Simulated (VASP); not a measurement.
WS2, 12 atoms in the cell. The structure is monoclinic, space group Cm (No. 8). The conventional cell has a = 10.809 Å, b = 6.241 Å, c = 6.863 Å, α = 90.00°, β = 121.67°, γ = 90.00°. Within 3.2 Å of W (site symmetry m) lie 6 S at 2.39 Å and 6 W at 3.12 Å. Within 3.2 Å of W (site symmetry m) lie 6 S at 2.39 to 2.54 Å and 6 W at 3.12 Å. W (site symmetry 1) has 6 S at 2.39 to 2.42 Å and 6 W at 3.12 Å within 3.2 Å. S (site symmetry m) has 3 W at 2.39 Å and 10 S at 3.12 to 3.25 Å within 3.3 Å. Within 3.3 Å of S (site symmetry m) lie 3 W at 2.39 Å and 10 S at 3.12 to 3.25 Å. Within 3.3 Å of S (site symmetry 1) lie 3 W at 2.39 Å and 10 S at 3.12 to 3.25 Å. S (site symmetry m) has 3 W at 2.42 to 2.54 Å and 10 S at 3.02 to 3.24 Å within 3.3 Å. S (site symmetry m) has 3 W at 2.39 Å and 10 S at 3.12 to 3.25 Å within 3.3 Å.  This cell differs from its parent crystal: atom 9 (S) moved -0.150 Å towards its neighbour atom 2 (W) at 2.389 Å.

```yaml
Program: VASP 6.6.1
Task: single point
Functional: PBEsol
Dispersion: D3(BJ)
Potentials_or_basis: VASP PAW PBE potentials, release 64 (W_sv, S)
Cutoff: 520 eV
k_mesh: 6 × 6 × 6
Occupations: gaussian, width 0.05 eV
Spin: no spin polarisation
Dipole_correction: no
Further_INCAR_settings: ALGO = Normal; EDIFF = 1e-06; NBANDS = 64
```

Potentials or basis: VASP PAW PBE potentials, release 64 (W_sv, S).

Launch:

```console
$ cat potpaw_PBE.64/W_sv/POTCAR potpaw_PBE.64/S/POTCAR > POTCAR
$ mpirun -np 1 vasp_std > vasp.out
```

Hardware: 1 thread of Intel(R) Xeon(R) 6975P-C (Granite Rapids), with other jobs on the host.

**Question.** Estimate the wall time of this run.

**Answer.** It took 9.8 min on 1 thread of Intel(R) Xeon(R) 6975P-C (Granite Rapids), on a shared host, peak memory 0.74 GiB. Counts: scf iterations 15, k points 68.
